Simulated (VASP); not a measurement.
Input of a VASP 6.6.1 run:

Contents of POSCAR:

```
Co
1.0
    0.0000000000      2.4267328976      2.4267328976
    2.4267328976      0.0000000000      2.4267328976
    2.4267328976      2.4267328976      0.0000000000
Co
2
Direct
    0.1250000000      0.1250000000      0.1250000000
    0.8750000000      0.8750000000      0.8750000000
```

Contents of INCAR.step1:

```
SYSTEM = Co
ALGO = Normal
EDIFF = 1E-4
ENCUT = 520
GGA = PE
ISMEAR = -1
LASPH = .TRUE.
LCHARG = .FALSE.
LREAL = .FALSE.
LWAVE = .TRUE.
NBANDS = 16
NELM = 80
PREC = Accurate
SIGMA = 0.1
```

The input INCAR.step2:

```
SYSTEM = Co
ALGO = Normal
EDIFF = 1E-6
ENCUT = 520
ISIF = 2
ISMEAR = -1
ISTART = 1
LASPH = .TRUE.
LCHARG = .TRUE.
LELF = .TRUE.
LMIXTAU = .TRUE.
LREAL = .FALSE.
LVHAR = .TRUE.
LWAVE = .FALSE.
METAGGA = R2SCAN
NBANDS = 16
NELM = 80
PREC = Accurate
SIGMA = 0.1
```

File KPOINTS:

```
k-points
0
G
  6 6 6
  0 0 0
```

Potentials or basis: VASP PAW PBE potentials, release 64 (Co).

Run with:

```console
$ cat potpaw_PBE.64/Co/POTCAR > POTCAR
$ cp INCAR.step1 INCAR
$ mpirun -np 1 vasp_std > vasp.out
$ cp INCAR.step2 INCAR
$ mpirun -np 1 vasp_std > vasp.out
```

Predict the pressure.

-0.5 GPa.

Estimate the band gap on the k mesh.

zero (band 9 reaches 7.16 eV, above the bottom of band 10 at 6.43 eV).

Caveat: the k points lie up to 0.37 Å⁻¹ apart; the PAW data sets were made with another functional, which shifts forces and pressure a little; the run has no spin polarisation, though such a crystal can be magnetic. Spin polarisation is off, so any magnetic state and its effect on volume and gap are missing.
